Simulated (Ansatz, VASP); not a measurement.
Two plane-wave programs on SrTiO3

```
Sr Ti O
1.0
     3.83275    0.00000    0.00000
     0.00000    3.83275    0.00000
     0.00000    0.00000    3.77439
Sr Ti O
1 1 3
Cartesian
  0.0000 0.0000 0.0000
  1.9164 1.9164 1.8872
  0.0000 1.9164 1.8872
  1.9164 0.0000 1.8872
  1.9164 1.9164 0.0000
```

Change from the starting cell: strain -0.015 along x and y, -0.030 along z, atoms carried along.

Alike in both runs: task single point; functional PBEsol; k mesh 8 × 8 × 8; occupations gaussian, width 0.05 eV; no spin polarisation.

|  | VASP | Ansatz |
| --- | --- | --- |
| version | VASP 6.6.1 | Ansatz 0.2.0 |
| potentials or method | VASP PAW PBE potentials, release 64 (Sr_sv, Ti_sv, O), cutoff 520 eV | scalar-relativistic, plane waves, PAW |
| valence electrons in the cell | 40 | 40 |

VASP gave:

* gap on the k mesh at the Fermi level (eV): 1.89
* least direct gap on the mesh (eV): 2.19
* pressure (GPa): 13.8
* traceless stress, the component that is largest in VASP (GPa): 3.38

Q: What did Ansatz give for the same quantities?

A: gap on the k mesh at the Fermi level (eV): 1.92; least direct gap on the mesh (eV): 2.21; pressure (GPa): 13.0; traceless stress, the component that is largest in VASP (GPa): 3.35.

VASP's potentials were made for PBE, not for PBEsol.
